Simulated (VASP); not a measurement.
Write the native input for VASP 6.6.1 that does the following.

```yaml
Task: single point
Functional: PBEsol
Potentials_or_basis: VASP PAW PBE potentials, release 64 (Ba_sv, Ca_sv, O)
Cutoff: 600 eV
k_mesh: 4 × 4 × 4, shifted
Occupations: gaussian, width 0.01 eV
Spin: no spin polarisation
Dipole_correction: no
Further_INCAR_settings: ALGO = Normal; EDIFF = 1e-06; NBANDS = 42
```

The structure of BaCa3O4 lies in POSCAR:

```
BaCa3O4
1.0
    5.1082500000      0.0000000000      0.0000000000
    0.0000000000      5.1082500000      0.0000000000
    0.0000000000      0.0000000000      5.1082500000
Ba Ca O
1 3 4
Direct
    0.5000000000      0.5000000000      0.5000000000
    0.0000000000      0.0000000000      0.5000000000
    0.0000000000      0.5000000000      0.0000000000
    0.5000000000      0.0000000000      0.0000000000
    0.0000000000      0.0000000000      0.0000000000
    0.5000000000      0.5000000000      0.0000000000
    0.0000000000      0.5000000000      0.5000000000
    0.5000000000      0.0000000000      0.5000000000
```

The input as run:

INCAR

```
SYSTEM = BaCa3O4
ALGO = Normal
EDIFF = 1E-6
ENCUT = 600
GGA = PS
GGA_COMPAT = .FALSE.
ISIF = 2
ISMEAR = 0
LASPH = .TRUE.
LCHARG = .FALSE.
LREAL = .FALSE.
LWAVE = .FALSE.
NBANDS = 42
NELM = 120
PREC = Accurate
SIGMA = 0.01
```

KPOINTS

```
Automatic mesh
0
Gamma
  4 4 4
  0.5 0.5 0.5
```

Potentials or basis: VASP PAW PBE potentials, release 64 (Ba_sv, Ca_sv, O).

Run with:

```sh
$ cat potpaw_PBE.64/Ba_sv/POTCAR potpaw_PBE.64/Ca_sv/POTCAR potpaw_PBE.64/O/POTCAR > POTCAR
$ mpirun -np 1 vasp_std > vasp.out
```

Results of the run:

The pressure is -3.7 GPa. The band gap on the k mesh is 3.03 eV.

Caveat: the cell stands under tension; the PAW data sets were made with another functional, which shifts forces and pressure a little; spin-orbit coupling is left out, which moves the levels of the heavy elements; a shifted mesh leaves out Γ, where band edges can lie.

Run time: 55 s on 1 thread of Intel(R) Xeon(R) Platinum 8259CL CPU @ 2.50GHz (Skylake/Cascade Lake), on a shared host, peak memory 0.26 GiB.
